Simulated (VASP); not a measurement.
Runs of VASP 6.6.1 on Rh. Symmetry: P6_3/mmc, No. 194, hexagonal system. Conventional cell: a = 2.731 Å, b = 2.731 Å, c = 4.428 Å, α = 90.00°, β = 90.00°, γ = 120.00°. Within 3.6 Å of Rh (site symmetry -6m2) lie 12 Rh at 2.72 to 2.73 Å. 

```tsv
fixed moment (μB)	pressure (GPa)	moment (μB)
1.6	(a)	1.60
2.4	-10.4	2.40
0.3	-18.6	0.30
1.0	-17.3	1.00
```

Alike in all rows: task single point; level LDA; potentials or basis VASP PAW LDA potentials, release 64 (Rh_pv); spin collinear, ferromagnetic start; cell as given; k mesh 16 × 16 × 9; cutoff (eV) 520; smearing fermi-dirac 0.05 eV.

Problem. Estimate the missing entries.

Solution. (a) -15.1.

Caveats: the total moment is fixed, so each spin has its own Fermi level.
